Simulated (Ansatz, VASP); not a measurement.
One calculation of TiSi16, two programs

```
Si Ti
1.0
     0.00000    5.43000    5.43000
     5.43000    0.00000    5.43000
     5.43000    5.43000    0.00000
Si Ti
16 1
Direct
  0.99113 0.00197 0.99712
  0.12341 0.12347 0.12631
  0.99107 0.00193 0.50939
  0.11394 0.13594 0.62481
  0.99107 0.50607 0.00131
  0.11345 0.62827 0.13013
  0.99163 0.50648 0.50080
  0.11345 0.62823 0.62786
  0.48522 0.00053 0.00697
  0.61060 0.12505 0.12010
  0.48762 0.00237 0.50477
  0.61047 0.12495 0.64390
  0.48713 0.50591 0.99757
  0.60865 0.63853 0.12636
  0.48715 0.50582 0.50921
  0.62100 0.62856 0.62508
  0.73734 0.25211 0.25508
```

Alike in both runs: functional PBE; k mesh 2 × 2 × 2; occupations gaussian, width 0.02 eV; no spin polarisation.

Ansatz relaxed the structure, and its values are those at the end. VASP's run is a single point on that final structure, the one shown.

|  | VASP | Ansatz |
| --- | --- | --- |
| version | VASP 6.6.1 | Ansatz 0.2.0 |
| potentials or method | VASP PAW PBE potentials, release 64 (Si, Ti_sv), cutoff 520 eV | scalar-relativistic, plane waves, PAW |
| valence electrons in the cell | 76 | 76 |

```tsv
	VASP	Ansatz	Ansatz less VASP
rms of the force components (eV/Å)	0.003	0.002	-0.0007
```

The k mesh is coarse, so the values compare programs but aren't converged.
